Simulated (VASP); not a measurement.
Here is a VASP 6.6.1 calculation.

File INCAR:

```
SYSTEM = EuS
PREC     = Accurate       ! precision mode
ENCUT    = 600            ! plane-wave cutoff, eV
EDIFF    = 1E-6           ! SCF threshold, eV
ISMEAR   = -1             ! smearing method
SIGMA    = 0.05           ! smearing width, eV
LREAL    = .False.        ! projectors in reciprocal space
LASPH    = .True.         ! aspherical terms in the spheres
NELM     = 200            ! most SCF steps
ALGO     = Normal         ! electronic algorithm
ISIF     = 2              ! what is computed and relaxed
LWAVE    = .False.        ! write WAVECAR
LCHARG   = .False.        ! write CHGCAR
ISPIN    = 2              ! spin polarisation
MAGMOM   = 7 0            ! initial moments
LORBIT   = 11             ! projections on sites
LMAXMIX  = 6              ! l up to which the mixer works
LDAU     = .True.         ! DFT+U
LDAUTYPE = 2            
LDAUL    = 3 -1           ! shell
LDAUU    = 4 0            ! U, eV
LDAUJ    = 0 0          
LDAUPRINT= 1            
GGA      = PE             ! functional
NBANDS   = 22             ! bands
GGA_COMPAT= .False.
```

File KPOINTS:

```
regular mesh
0
Gamma
  8 8 8
  0 0 0
```

File POSCAR:

```
EuS
1.0
    0.0000000000      2.9816202861      2.9816202861
    2.9816202861      0.0000000000      2.9816202861
    2.9816202861      2.9816202861      0.0000000000
Eu S
1 1
Direct
    0.0000000000      0.0000000000      0.0000000000
    0.5000000000      0.5000000000      0.5000000000
```

Potentials or basis: VASP PAW PBE potentials, release 64 (Eu, S).

Run with:

```console
$ cat potpaw_PBE.64/Eu/POTCAR potpaw_PBE.64/S/POTCAR > POTCAR
$ mpirun -np 1 vasp_std > vasp.out
```

Question: Predict the net moment.

Answer: 7.00 μB per cell.

Question: What does it give for the pressure?

Answer: -0.1 GPa.

Question: Predict the band gap on the k mesh.

Answer: Zero (filled and empty bands overlap).

Question: Estimate the site moments.

Answer: Eu +6.69; S -0.07 μB.

Eigenvalues of the final occupation matrices:
| site | spin | trace | eigenvalues |
| --- | --- | --- | --- |
| site 1 f | 1 | 6.79 | 0.97 0.97 0.97 0.97 0.97 0.97 0.97 |
| site 1 f | 2 | 0.01 | 0.00 0.00 0.00 0.00 0.00 0.00 0.00 |

Caveat: spin-orbit coupling is left out, which moves the levels of the heavy elements; a cell with one magnetic atom can't hold antiferromagnetic order, which such compounds often take. The state reached can hang on the start; a lower one may exist.

**The experiment to reproduce.**

“Crystal-field mediated electronic transitions of EuS up to 35 GPa”, 2022, pmc:8786971 reports, for a powder of EuS at 300 K: band gap 1.72 eV (optical).

Against the measured gap of EuS, 1.72 eV (optical; 300 K; powder; “Crystal-field mediated electronic transitions of EuS up to 35 GPa”, 2022, pmc:8786971), the calculated 0.00 eV is off by -1.72 eV. So large a miss can be the level of theory's own, or it may mean another phase, state or a wrong row. Spin-orbit coupling on Eu is left out. The value is that of PBE+U on a finite k mesh, which can miss the band edges, without temperature or zero-point motion. The run's magnetic order (collinear spin, ferromagnetic start) needn't be the measured crystal's.
